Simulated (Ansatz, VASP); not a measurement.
Given: the input of a run of Ansatz 0.2.0 on HfOs3.

input.yaml

```yaml
crystal:
  lattice:
    - [3.973561, 0.0, 0.0]
    - [0.0, 3.973561, 0.0]
    - [0.0, 0.0, 3.973561]
  atoms:
    - { symbol: Os, position: [0.0, 0.5, 0.5] }
    - { symbol: Os, position: [0.5, 0.0, 0.5] }
    - { symbol: Os, position: [0.5, 0.5, 0.0] }
    - { symbol: Hf, position: [0.0, 0.0, 0.0] }
hamiltonian:
  xc: pbe
  pseudopotentials: { kind: paw }
kpoints:
  mp_grid: { grid: [7, 7, 7] }
scf:
  occupations: { method: fermi_dirac, width: 0.05 }
output:
  forces: true
  stress: true
  eigenvalues: true
```

Potentials or basis: Ansatz PAW.

Launch:

```console
$ ansatz run input.yaml --threads 2 --pin off --max-ram 5120MiB --backend cpu --events-out ev --progress --plain --runs-dir out
```

Problem. Set up the same calculation for VASP 6.6.1. Potentials there: VASP PAW PBE potentials, release 64 (Os, Hf_pv).

Solution. As run (the cutoff follows the program's own potentials):

File INCAR:

```
PREC = Accurate
ENCUT = 520
EDIFF = 1E-7
ISMEAR = -1
SIGMA = 0.05
LREAL = False
LASPH = True
NELM = 80
ALGO = Normal
ISIF = 2
LWAVE = False
LCHARG = False
GGA = PE
NBANDS = 25
```

KPOINTS

```
regular mesh
0
Gamma
  7 7 7
```

The input POSCAR:

```
HfOs3
1.0
    3.9735610000      0.0000000000      0.0000000000
    0.0000000000      3.9735610000      0.0000000000
    0.0000000000      0.0000000000      3.9735610000
Os Hf
3 1
Direct
    0.0000000000      0.5000000000      0.5000000000
    0.5000000000      0.0000000000      0.5000000000
    0.5000000000      0.5000000000      0.0000000000
    0.0000000000      0.0000000000      0.0000000000
```

Potentials or basis: VASP PAW PBE potentials, release 64 (Os, Hf_pv).

The run is started by

```sh
$ cat potpaw_PBE.64/Os/POTCAR potpaw_PBE.64/Hf_pv/POTCAR > POTCAR
$ mpirun -np 1 vasp_std > vasp.out
```

Both were run:

|  | VASP | Ansatz | Ansatz less VASP |
| --- | --- | --- | --- |
| gap on the k mesh at the Fermi level (eV) | none | none | - |
| pressure (GPa) | 0.0 | 0.8 | +0.76 |

A gap of «none» marks a metal or a gap that the smearing closes. VASP's potentials hold 34 valence electrons a cell and Ansatz's 74, so a difference there can come from the potentials and not from the codes.

Neither program's run includes spin-orbit coupling.
